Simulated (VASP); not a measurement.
Wanted: the native input for a VASP 6.6.1 run.

* Task: single point
* Functional: LDA
* Potentials or basis: VASP PAW LDA potentials, release 64 (O_h, H_h, C_h)
* Cutoff: 1000 eV
* k mesh: 1 × 1 × 1
* Occupations: fermi-dirac, width 0.05 eV
* Spin: no spin polarisation
* Dipole correction: no
* Further INCAR settings: LREAL = Auto; ALGO = Normal; EDIFF = 1e-06; NBANDS = 39

The structure of H10CO6 lies in POSCAR:

```
H10CO6
1.0
    5.6774110000      0.0000000000      0.0000000000
    0.0000000000      5.6774110000      0.0000000000
    0.0000000000      0.0000000000      5.6774110000
O H C
6 10 1
Direct
    1.0292367419      0.3866375008      0.3648141732
    0.3689357702      0.2010951823      0.1443263488
    0.4952961834      0.3881875031      0.7195885589
    0.1322609901      0.6644225687      0.7352471047
    0.7700869287      0.7104822955      0.3120260274
    1.0660316824      0.8613433130      0.1201251768
    1.0860408028      0.4527239617      0.5172075793
    1.1813483294      0.3250601374      0.2646981168
    0.4258807404      0.2538657145     -0.0208898035
    0.2912242922      0.0427483584      0.1333530372
    0.6044656623      0.3725113436      0.5947429207
    0.4069988944      0.5359485160      0.6996322796
    0.0595341785      0.6920231775      0.8996001875
    0.0364602809      0.7510465598      0.6264827401
    0.8929422231      0.5380445418      0.3181203545
    0.7792108058      1.0483123381      0.1846264081
    0.8705904857      0.8778649282      0.2078940559
```

These files were run (other wordings do the same):

INCAR

```
  ALGO = Normal
  EDIFF = 1E-6
  ENCUT = 1000
  GGA = CA
  GGA_COMPAT = F
  ISIF = 2
  ISMEAR = -1
  LASPH = T
  LCHARG = F
  LREAL = Auto
  LWAVE = F
  NBANDS = 39
  NELM = 120
  PREC = Accurate
  SIGMA = 0.05
```

KPOINTS

```
k-points
0
Gamma
  1 1 1
```

Potentials or basis: VASP PAW LDA potentials, release 64 (O_h, H_h, C_h).

Run with:

```sh
$ cat potpaw_LDA.64/O_h/POTCAR potpaw_LDA.64/H_h/POTCAR potpaw_LDA.64/C_h/POTCAR > POTCAR
$ mpirun -np 1 vasp_gam > vasp.out
```

It gave:

```yaml
Pressure: 1.0 GPa
Largest_force: 1.833 eV/Å
```

Caveat: the k points lie up to 1.11 Å⁻¹ apart, too coarse for converged energies, forces and pressures.

Wall time 30 s on 1 thread of Intel(R) Xeon(R) Platinum 8259CL CPU @ 2.50GHz (Skylake/Cascade Lake), with other jobs on the host, peak memory 0.36 GiB.
